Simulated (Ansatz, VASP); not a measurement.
## Al2Cu in VASP and in Ansatz

```xyz
3
Lattice="4.3135 0.0000 0.0000 0.0000 4.3135 0.0000 0.0000 0.0000 2.7309" Properties=species:S:1:pos:R:3 pbc="T T T"
Al    2.1568    0.0000    1.3655
Al    0.0000    2.1568    1.3655
Cu    0.0000    0.0000    0.0000
```

Alike in both runs: task single point; functional PBE; k mesh 10 × 10 × 14; occupations gaussian, width 0.15 eV; no spin polarisation.

|  | VASP | Ansatz |
| --- | --- | --- |
| version | VASP 6.6.1 | Ansatz 0.2.0 |
| potentials or method | VASP PAW PBE potentials, release 64 (Al, Cu), cutoff 520 eV | scalar-relativistic, plane waves, PAW |
| valence electrons in the cell | 17 | 25 |

Ansatz gave:

```
gap on the k mesh at the Fermi level (eV)                     : none
pressure (GPa)                                                : -1.9
traceless stress, the component that is largest in VASP (GPa) : 4.17
```

Question: Which values does VASP return?

Answer: gap on the k mesh at the Fermi level (eV): none; pressure (GPa): -2.2; traceless stress, the component that is largest in VASP (GPa): 4.12.

A gap of «none» marks a metal or a gap that the smearing closes. VASP's potentials hold 17 valence electrons a cell and Ansatz's 25, so a difference there can come from the potentials and not from the codes.
